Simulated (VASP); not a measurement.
# YbHRh3 (Pm-3m) in VASP: further runs

Runs on YbHRh3. Level: PBE. Tasks: single point.

Program: VASP 6.6.1. These are calculated values, not measurements. Logs are shortened: lines on timing, memory, paths and dates and some standing lists are left out, and cuts for length are marked.

### 1 The cell of the first run

The structure is cubic, space group Pm-3m (No. 221). The conventional cell has a = 3.675 Å, b = 3.675 Å, c = 3.675 Å, α = 90.00°, β = 90.00°, γ = 90.00°. Within 2.4 Å of Yb (site symmetry m-3m) lie 6 Rh at 1.84 Å. H (site symmetry m-3m) has 12 Rh at 2.60 Å and 8 Yb at 3.18 Å within 3.4 Å. Within 2.4 Å of Rh (site symmetry 4/mmm) lie 2 Yb at 1.84 Å.

The cell was generated, and may not be a known phase.

### 2 Single point, PBE

INCAR reads:

```
PREC     = Accurate       # precision mode
ENCUT    = 520            # plane-wave cutoff, eV
EDIFF    = 1E-6           # SCF threshold, eV
ISMEAR   = 0              # smearing method
SIGMA    = 0.1            # smearing width, eV
LREAL    = F              # projectors in reciprocal space
LASPH    = T              # aspherical terms in the spheres
NELM     = 100            # most SCF steps
ALGO     = Normal         # electronic algorithm
ISIF     = 2              # what is computed and relaxed
LWAVE    = F              # write WAVECAR
LCHARG   = F              # write CHGCAR
GGA      = PE             # functional
NBANDS   = 43             # bands
```

KPOINTS reads:

```
Automatic mesh
0
Gamma
  6 6 6
```

POSCAR reads:

```
YbHRh3
1.0
    3.6750477500      0.0000000000      0.0000000000
    0.0000000000      3.6750477500      0.0000000000
    0.0000000000      0.0000000000      3.6750477500
Yb H Rh
1 1 3
Direct
    0.0000000000      0.0000000000      0.0000000000
    0.5000000000      0.5000000000      0.5000000000
    0.5000000000      0.0000000000      0.0000000000
    0.0000000000      0.5000000000      0.0000000000
    0.0000000000      0.0000000000      0.5000000000
```

Potentials or basis: VASP PAW PBE potentials, release 64 (Yb, H, Rh_pv).

Command:

```bash
$ cat potpaw_PBE.64/Yb/POTCAR potpaw_PBE.64/H/POTCAR potpaw_PBE.64/Rh_pv/POTCAR > POTCAR
$ mpirun -np 1 vasp_std > vasp.out
```

OUTCAR:

```text
PREC = Accurate
   ENCUT = 520
   EDIFF = 1E-6
   ISMEAR = 0
   LREAL = F
   LASPH = T
   NELM = 100
   ISIF = 2
   GGA = PE

 ion  position               nearest neighbor table
   1  0.000  0.000  0.000-   3 1.84   4 1.84   5 1.84   5 1.84   4 1.84   3 1.84
   2  0.500  0.500  0.500-
   3  0.500  0.000  0.000-   1 1.84   1 1.84   5 2.60   5 2.60   4 2.60   4 2.60   4 2.60   5 2.60
                             5 2.60   4 2.60
   4  0.000  0.500  0.000-   1 1.84   1 1.84   5 2.60   5 2.60   3 2.60   3 2.60   5 2.60   5 2.60
                             3 2.60   3 2.60
   5  0.000  0.000  0.500-   1 1.84   1 1.84   4 2.60   3 2.60   3 2.60   4 2.60   4 2.60   4 2.60
                             3 2.60   3 2.60

  LATTYP: Found a simple cubic cell.
 ALAT       =     3.6750477500

  Lattice vectors:

 A1 = (   3.6750477500,   0.0000000000,   0.0000000000)
 A2 = (   0.0000000000,   3.6750477500,   0.0000000000)
 A3 = (   0.0000000000,   0.0000000000,   3.6750477500)

Analysis of symmetry for initial positions (statically):
=====================================================================
 Subroutine PRICEL returns:
 Original cell was already a primitive cell.

 Routine SETGRP: Setting up the symmetry group for a
 simple cubic supercell.

 Subroutine GETGRP returns: Found 48 space group operations
 (whereof 48 operations were pure point group operations)
 out of a pool of 48 trial point group operations.

The static configuration has the point symmetry O_h .

Analysis of symmetry for dynamics (positions and initial velocities):
=====================================================================
 Subroutine PRICEL returns:
 Original cell was already a primitive cell.

 Routine SETGRP: Setting up the symmetry group for a
 simple cubic supercell.

 Subroutine GETGRP returns: Found 48 space group operations
 (whereof 48 operations were pure point group operations)
 out of a pool of 48 trial point group operations.

The dynamic configuration has the point symmetry O_h .

 Subroutine INISYM returns: Found 48 space group operations
 (whereof 48 operations are pure point group operations),
 and found     1 'primitive' translations

----------------------------------------------------------------------------------------

                                     Primitive cell

  volume of cell :      49.6351

  direct lattice vectors                    reciprocal lattice vectors
     3.675047750  0.000000000  0.000000000     0.272105308  0.000000000  0.000000000
     0.000000000  3.675047750  0.000000000     0.000000000  0.272105308  0.000000000
     0.000000000  0.000000000  3.675047750     0.000000000  0.000000000  0.272105308

  length of vectors
     3.675047750  3.675047750  3.675047750     0.272105308  0.272105308  0.272105308

  position of ions in fractional coordinates (direct lattice)
     0.000000000  0.000000000  0.000000000
     0.500000000  0.500000000  0.500000000
     0.500000000  0.000000000  0.000000000
     0.000000000  0.500000000  0.000000000
     0.000000000  0.000000000  0.500000000

  ion indices of the primitive-cell ions
   primitive index   ion index
                 1           1
                 2           2
                 3           3
                 4           4
                 5           5

----------------------------------------------------------------------------------------

 KPOINTS: Automatic mesh

Automatic generation of k-mesh.
 Grid dimensions read from file:
 generate k-points for:    6    6    6

 Generating k-lattice:

  Cartesian coordinates                     Fractional coordinates (reciprocal lattice)
     0.045350885  0.000000000  0.000000000     0.166666667  0.000000000  0.000000000
     0.000000000  0.045350885  0.000000000     0.000000000  0.166666667  0.000000000
     0.000000000  0.000000000  0.045350885     0.000000000  0.000000000  0.166666667

  Length of vectors
     0.045350885  0.045350885  0.045350885

  Shift w.r.t. Gamma in fractional coordinates (k-lattice)
     0.000000000  0.000000000  0.000000000

 Subroutine IBZKPT returns following result:
 ===========================================

 Found     20 irreducible k-points:

 Following reciprocal coordinates:
            Coordinates               Weight
  0.000000  0.000000  0.000000      1.000000
  0.166667  0.000000  0.000000      6.000000
  0.333333  0.000000  0.000000      6.000000
  0.500000  0.000000  0.000000      3.000000
  0.166667  0.166667  0.000000     12.000000
  0.333333  0.166667  0.000000     24.000000
[... 12 lines left out ...]
  0.500000  0.500000  0.333333      6.000000
  0.500000  0.500000  0.500000      1.000000
   k-points           NKPTS =     20   k-points in BZ     NKDIM =     20   number of bands    NBANDS=     43
   number of dos      NEDOS =    301   number of ions     NIONS =      5
   total plane-waves  NPLWV =  21952
   dimension x,y,z NGX =    28 NGY =   28 NGZ =   28
   dimension x,y,z NGXF=    56 NGYF=   56 NGZF=   56
   ions per type =               1   1   3
   NGX,Y,Z   is equivalent  to a cutoff of  12.67, 12.67, 12.67 a.u.
   NGXF,Y,Z  is equivalent  to a cutoff of  25.33, 25.33, 25.33 a.u.
 SYSTEM =  unknown system
   PREC   = accura    normal or accurate (medium, high low for compatibility)
   ISTART =      0    job   : 0-new  1-cont  2-samecut
   ICHARG =      2    charge: 1-file 2-atom 10-const
   ISPIN  =      1    spin polarized calculation?
   LNONCOLLINEAR =      F non collinear calculations
   LSORBIT =      F    spin-orbit coupling
   LASPH  =      T    aspherical Exc in radial PAW
   ENCUT  =  520.0 eV  38.22 Ry    6.18 a.u.   6.83  6.83  6.83*2*pi/ulx,y,z
   NELM   =    100;   NELMIN=  2; NELMDL= -5     # of ELM steps
   EDIFF  = 0.1E-05   stopping-criterion for ELM
   LREAL  =      F    real-space projection
   EDIFFG = 0.1E-04   stopping-criterion for IOM
   NSW    =      0    number of steps for IOM
   IBRION =     -1    ionic relax: 0-MD 1-quasi-New 2-CG
   NFREE  =      0    steps in history (QN), initial steepest desc. (CG)
   ISIF   =      2    stress and relaxation
   ISYM   =      2    0-nonsym 1-usesym 2-fastsym
   POTIM  = 0.5000    time-step for ionic-motion
   TEBEG  =    0.0;   TEEND  =   0.0 temperature during run
   PSTRESS=    0.0 pullay stress
   NELECT =      70.0000    total number of electrons
   NUPDOWN=      -1.0000    fix difference up-down
   EMIN   =  10.00;   EMAX   =-10.00  energy-range for DOS
   EFERMI =   0.00;   METHOD = LEGACY
   ISMEAR =     0;   SIGMA  =   0.10  broadening in eV -4-tet -1-fermi 0-gaus
   EFERMI_NEDOS =   21; number of points for ismear=-14 and -15
   IALGO  =     38    algorithm
   IMIX   =      4    mixing-type and parameters
     AMIX     =   0.40;   BMIX     =  1.00
     AMIX_MAG =   1.60;   BMIX_MAG =  1.00
  volume/ion in A,a.u.               =       9.93        66.99
  Fermi-wavevector in a.u.,A,eV,Ry     =   1.835881  3.469312 45.857879  3.370459
  Thomas-Fermi vector in A             =   2.889190
   LORBIT       =      0    0 simple, 1 ext, 2 COOP (PROOUT), +10 PAW based schemes
   GGA     = PE    functional components
   LHFCALC =     F    Hartree Fock is set to
   AEXX    =    0.0000 exact exchange contribution
   IVDW    =     0    specifies the selected vdW correction
   LEPSILON=     F    determine dielectric tensor
   LRPA    =     F    only Hartree local field effects (RPA)
 non-spin polarized calculation
 Gauss-broadening in eV      SIGMA  =   0.10
  energy-cutoff  :      520.00
  volume of cell :       49.64
 maximum number of plane-waves:      1357
 NGX is ok and might be reduce to    28
   NGX = 13   NGY = 13   NGZ = 13

 number of electron      69.9999967 magnetization

 Free energy of the ion-electron system (eV)
  ---------------------------------------------------
  ext. energy  EPLUGINS =         0.00000000
  ---------------------------------------------------
  free energy    TOTEN  =        14.63600520 eV

  energy without entropy =       14.67193376  energy(sigma->0) =       14.65396948

 E-fermi :  12.2226     XC(G=0): -14.5057

 val. band max:       12.1859698994   @ k =   0.5000   0.3333   0.1667
 cond. band min:      12.2334719516   @ k =   0.1667   0.1667   0.0000
 fundamental gap:      0.0475020523
 Fermi energy:        12.2225705230

 k-point     1 :       0.0000    0.0000    0.0000
  band No.  band energies     occupation
      1     -42.6738      2.00000
      2     -38.4056      2.00000
      3     -38.4056      2.00000
      4     -38.4056      2.00000
      5     -34.8520      2.00000
      6     -34.8520      2.00000
[... 35 lines left out ...]
     42      20.8896      0.00000
     43      26.2836      0.00000

 k-point     2 :       0.1667    0.0000    0.0000
  band No.  band energies     occupation
      1     -43.1619      2.00000
      2     -38.3951      2.00000
      3     -38.3951      2.00000
      4     -37.5998      2.00000
      5     -34.8625      2.00000
      6     -34.8532      2.00000
[... 35 lines left out ...]
     42      22.2925      0.00000
     43      24.9846      0.00000

 k-point     3 :       0.3333    0.0000    0.0000
  band No.  band energies     occupation
      1     -43.8673      2.00000
      2     -38.3739      2.00000
      3     -38.3739      2.00000
      4     -36.1754      2.00000
      5     -34.9055      2.00000
      6     -34.8574      2.00000
[... 35 lines left out ...]
     42      23.1676      0.00000
     43      23.1676      0.00000

 k-point     4 :       0.5000    0.0000    0.0000
  band No.  band energies     occupation
      1     -44.1483      2.00000
      2     -38.3632      2.00000
      3     -38.3632      2.00000
      4     -35.4215      2.00000
      5     -35.0020      2.00000
      6     -34.8609      2.00000
[... 679 lines left out ...]
     42      19.0102      0.00000
     43      19.3104      0.00000

 k-point    19 :       0.5000    0.5000    0.3333
  band No.  band energies     occupation
      1     -45.8227      2.00000
      2     -37.4607      2.00000
      3     -37.2484      2.00000
      4     -35.2357      2.00000
      5     -35.1891      2.00000
      6     -35.1891      2.00000
[... 35 lines left out ...]
     42      18.7893      0.00000
     43      18.7893      0.00000

 k-point    20 :       0.5000    0.5000    0.5000
  band No.  band energies     occupation
      1     -46.0060      2.00000
      2     -37.2482      2.00000
      3     -37.2482      2.00000
      4     -35.2352      2.00000
      5     -35.2352      2.00000
      6     -35.2352      2.00000
[... 35 lines left out ...]
     42      17.7897      0.00000
     43      18.4936      0.00000

------------------------ aborting loop because EDIFF is reached ----------------------------------------

  FORCE on cell =-STRESS in cart. coord.  units (eV):
  Direction    XX          YY          ZZ          XY          YZ          ZX
  --------------------------------------------------------------------------------------
  -------------------------------------------------------------------------------------
  Total      110.5497092    110.5497092    110.5497092     -0.0000000      0.0000000     -0.0000000
  in kB     3568.4468142   3568.4468142   3568.4468142     -0.0000000      0.0000000     -0.0000000
  external PRESSURE =    3568.4468142 kB  Pullay stress =       0.0000000 kB

 VOLUME and BASIS-vectors are now :
 -----------------------------------------------------------------------------
  energy-cutoff  :      520.00
  volume of cell :       49.64
      direct lattice vectors                 reciprocal lattice vectors
     3.675047750  0.000000000  0.000000000     0.272105308  0.000000000  0.000000000
     0.000000000  3.675047750  0.000000000     0.000000000  0.272105308  0.000000000
     0.000000000  0.000000000  3.675047750     0.000000000  0.000000000  0.272105308

 POSITION                                       TOTAL-FORCE (eV/Angst)
 -----------------------------------------------------------------------------------
      0.00000      0.00000      0.00000         0.000000      0.000000      0.000000
      1.83752      1.83752      1.83752         0.000000      0.000000      0.000000
      1.83752      0.00000      0.00000         0.000000      0.000000      0.000000
      0.00000      1.83752      0.00000         0.000000      0.000000      0.000000
      0.00000      0.00000      1.83752         0.000000      0.000000      0.000000
 -----------------------------------------------------------------------------------
    total drift:                               -0.000000     -0.000000     -0.000000

  FREE ENERGIE OF THE ION-ELECTRON SYSTEM (eV)
  ---------------------------------------------------
  free  energy   TOTEN  =        14.6360051957 eV

  energy  without entropy=       14.6719337590  energy(sigma->0) =       14.65396948
```

Wall time 99 s (1 thread of Intel Xeon Platinum 8488C (Sapphire Rapids), shared host); peak memory 0.19 GiB.

Results:

```yaml
Free_energy: 14.6360 eV
Pressure: 356.8 GPa
Band_gap_on_the_k_mesh: zero (bands 35 and 36 overlap by 1.49 eV)
```

Levels at points of the mesh, in eV from the Fermi level:
```
           k point  band 33  band 34  band 35  band 36  band 37  band 38
(0.00, 0.00, 0.00)    -0.72    -0.72    -0.69     0.56     2.16     4.38
(0.50, 0.00, 0.00)    -1.51    -0.85    -0.85    -0.71     0.97     7.25
(0.50, 0.50, 0.00)    -0.75    -0.45     0.34     0.77     0.77     1.20
(0.50, 0.50, 0.50)     0.31     0.31     0.31     0.70     1.41     1.41
```

Caveat: atoms lie so close that the PAW spheres overlap strongly, which falsifies energies and pressures; the cell stands under pressure; spin-orbit coupling is left out, which moves the levels of the heavy elements. Spin polarisation is off, so any magnetic state and its effect on volume and gap are missing.

### 3 Single point, PBE

This run uses another cell than the first one, of 23.08 Å³/atom.

INCAR reads:

```
ALGO = Normal
EDIFF = 1E-7
ENCUT = 520
GGA = PE
ISIF = 2
ISMEAR = 0
LASPH = T
LCHARG = T
LELF = T
LREAL = F
LVHAR = T
LWAVE = F
NBANDS = 43
NELM = 60
PREC = Accurate
SIGMA = 0.1
```

KPOINTS reads:

```
k-points
0
Gamma
  6 6 6
```

Edit POSCAR of step 2 so:

```diff
@@ -2,5 +2,5 @@
 1.0
-    3.6750477500      0.0000000000      0.0000000000
-    0.0000000000      3.6750477500      0.0000000000
-    0.0000000000      0.0000000000      3.6750477500
+    4.8685569766      0.0000000000      0.0000000000
+    0.0000000000      4.8685569766      0.0000000000
+    0.0000000000      0.0000000000      4.8685569766
 Yb H Rh
```

Potentials or basis: VASP PAW PBE potentials, release 64 (Yb, H, Rh_pv).

Command:

```bash
$ cat potpaw_PBE.64/Yb/POTCAR potpaw_PBE.64/H/POTCAR potpaw_PBE.64/Rh_pv/POTCAR > POTCAR
$ mpirun -np 1 vasp_std > vasp.out
```

Run time: 3.6 min. Hardware: 1 thread of Intel Xeon Platinum 8488C (Sapphire Rapids), shared host; peak memory 0.27 GiB.

It converged, with:

| Quantity | Value |
| --- | --- |
| Free energy | -18.5712 eV |
| Pressure | 0.7 GPa |
| Band gap on the k mesh | zero (bands 35 and 36 overlap by 0.30 eV) |

Levels at points of the mesh, in eV from the Fermi level:
```tsv
k point	band 31	band 32	band 33	band 34	band 35	band 36	band 37	band 38	band 39	band 40
(0.00, 0.00, 0.00)	-0.34	-0.34	-0.11	-0.11	-0.11	0.29	0.85	3.45	3.45	3.66
(0.50, 0.00, 0.00)	-0.38	-0.31	-0.30	-0.30	-0.18	-0.11	0.16	1.79	3.42	4.65
(0.50, 0.50, 0.00)	-0.45	-0.08	-0.07	-0.04	0.01	0.01	0.07	1.69	1.69	2.27
(0.50, 0.50, 0.50)	0.08	0.08	0.18	0.18	0.18	0.38	1.01	1.01	1.01	1.47
```

Caveat: spin-orbit coupling is left out, which moves the levels of the heavy elements. Spin polarisation is off, so any magnetic state and its effect on volume and gap are missing.

### 4 Single point, PBE, collinear spin, ferromagnetic start

This run uses another cell than the first one, of 23.08 Å³/atom.

INCAR reads:

```
ALGO = Normal
EDIFF = 1E-7
ENCUT = 520
GGA = PE
ISIF = 2
ISMEAR = 0
ISPIN = 2
LASPH = True
LCHARG = True
LELF = True
LMAXMIX = 6
LORBIT = 11
LREAL = False
LVHAR = True
LWAVE = False
MAGMOM = 1 0 1 1 1
NBANDS = 47
NELM = 150
PREC = Accurate
SIGMA = 0.1
```

KPOINTS reads:

```
k-points
0
Gamma
  4 4 4
```

POSCAR is that of step 3.

Command:

```bash
$ cat potpaw_PBE.64/Yb/POTCAR potpaw_PBE.64/H/POTCAR potpaw_PBE.64/Rh_pv/POTCAR > POTCAR
$ mpirun -np 1 vasp_std > vasp.out
```

Wall time 4 min (1 thread of Intel Xeon Platinum 8488C (Sapphire Rapids), shared host); peak memory 0.3 GiB.

The run converged. Its results:

| Item | Value |
| --- | --- |
| Free energy | -18.7349 eV |
| Pressure | 1.9 GPa |
| Net moment | 3.72 μB per cell |
| Site moments | Yb +0.49; H +0.21; Rh +0.92 μB |
| Valence electrons inside the program's atomic spheres | Yb 22.97; H 0.35; Rh 13.72 |

Levels at points of the mesh, in eV from the Fermi level:
Spin up:
```
           k point  band 34  band 35  band 36  band 37  band 38  band 39  band 40  band 41
(0.00, 0.00, 0.00)    -0.56    -0.56    -0.26     0.34     3.14     3.14     3.57     3.57
(0.50, 0.00, 0.00)    -0.68    -0.68    -0.56    -0.24     1.45     3.13     4.49     5.00
(0.50, 0.50, 0.00)    -0.45    -0.39    -0.39    -0.28     1.43     1.43     2.07     3.98
(0.50, 0.50, 0.50)    -0.28    -0.28    -0.20     0.94     0.94     0.94     1.37     3.03
```
Spin down:
| k point | band 30 | band 31 | band 32 | band 33 | band 34 | band 35 | band 36 | band 37 |
| --- | --- | --- | --- | --- | --- | --- | --- | --- |
| (0.00, 0.00, 0.00) | -0.15 | -0.15 | -0.15 | 0.04 | 0.04 | 0.04 | 0.50 | 2.25 |
| (0.50, 0.00, 0.00) | -0.20 | -0.20 | -0.15 | -0.15 | -0.15 | 0.00 | 0.04 | 0.39 |
| (0.50, 0.50, 0.00) | -0.28 | -0.28 | -0.05 | 0.12 | 0.12 | 0.19 | 0.19 | 0.67 |
| (0.50, 0.50, 0.50) | 0.26 | 0.26 | 0.26 | 0.36 | 0.36 | 0.36 | 0.94 | 0.94 |

Caveat: spin-orbit coupling is left out, which moves the levels of the heavy elements. The state reached can hang on the start; a lower one may exist.

### 5 Summary

| spin | cell | k mesh | gap on the mesh (eV) | pressure (GPa) |
| --- | --- | --- | --- | --- |
| off | a = 3.675 Å, 5 atoms | 6 × 6 × 6 | none | 356.8 |
| off | a = 4.869 Å, 5 atoms | 6 × 6 × 6 | none | 0.7 |
| collinear, ferromagnetic start | a = 4.869 Å, 5 atoms | 4 × 4 × 4 | none | 1.9 |

Alike in all rows: task single point; level PBE; potentials or basis VASP PAW PBE potentials, release 64 (Yb, H, Rh_pv); cutoff (eV) 520; smearing gaussian 0.1 eV.

Caveats: spin-orbit coupling is left out, which moves the levels of the heavy elements; atoms lie so close that the PAW spheres overlap strongly, which falsifies energies and pressures (at least some runs); the cell stands under pressure (at least some runs).

Total energies depend on the potentials used, so only differences within one code and one set of settings carry meaning.

The gap in the log of VASP goes by the Fermi energy; the results here count the filled bands.